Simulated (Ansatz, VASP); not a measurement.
## AlAs: VASP beside Ansatz

Contents of INCAR:

```
SYSTEM = AlAs
PREC = Accurate ; ENCUT = 500
EDIFF = 1E-6 ; ISMEAR = 0
SIGMA = 0.02 ; LREAL = .FALSE.
LASPH = .TRUE. ; NELM = 120
ALGO = Normal ; ISIF = 2
LWAVE = .FALSE. ; LCHARG = .FALSE.
GGA = PE ; NBANDS = 11
GGA_COMPAT = .FALSE.
```

KPOINTS

```
Automatic mesh
0
G
  8 8 8
  0 0 0
```

File POSCAR:

```
AlAs
1.0
    0.0000000000      2.8921629755      2.8921629755
    2.8921629755      0.0000000000      2.8921629755
    2.8921629755      2.8921629755      0.0000000000
Al As
1 1
Direct
    0.0000000000      0.0000000000      0.0000000000
    0.2500000000      0.2500000000      0.2500000000
```

Input for Ansatz:

```yaml
crystal:
  lattice:
    - [0.0, 2.8921629746, 2.8921629746]
    - [2.8921629746, 0.0, 2.8921629746]
    - [2.8921629746, 2.8921629746, 0.0]
  atoms:
    - { symbol: Al, position: [0.0, 0.0, 0.0] }
    - { symbol: As, position: [0.25, 0.25, 0.25] }
basis:
  ecutwfc: 420
kpoints:
  mp_grid: { grid: [8, 8, 8] }
hamiltonian:
  xc: pbe
scf:
  occupations: { method: gaussian, width: 0.02 }
output:
  forces: true
  stress: true
  eigenvalues: true
```

Alike in both runs: task single point; functional PBE; k mesh 8 × 8 × 8; occupations gaussian, width 0.02 eV; no spin polarisation.

|  | VASP | Ansatz |
| --- | --- | --- |
| version | VASP 6.6.1 | Ansatz 0.2.0 |
| potentials or method | VASP PAW PBE potentials, release 64 (Al, As), cutoff 500 eV | scalar-relativistic, plane waves, PAW |
| valence electrons in the cell | 8 | 18 |

```tsv
	VASP	Ansatz	Ansatz less VASP
gap on the k mesh at the Fermi level (eV)	1.54	1.55	+0.008
least direct gap on the mesh (eV)	1.56	1.55	-0.004
pressure (GPa)	-1.7	-1.8	-0.14
```

VASP's potentials hold 8 valence electrons a cell and Ansatz's 18, so a difference there can come from the potentials and not from the codes.
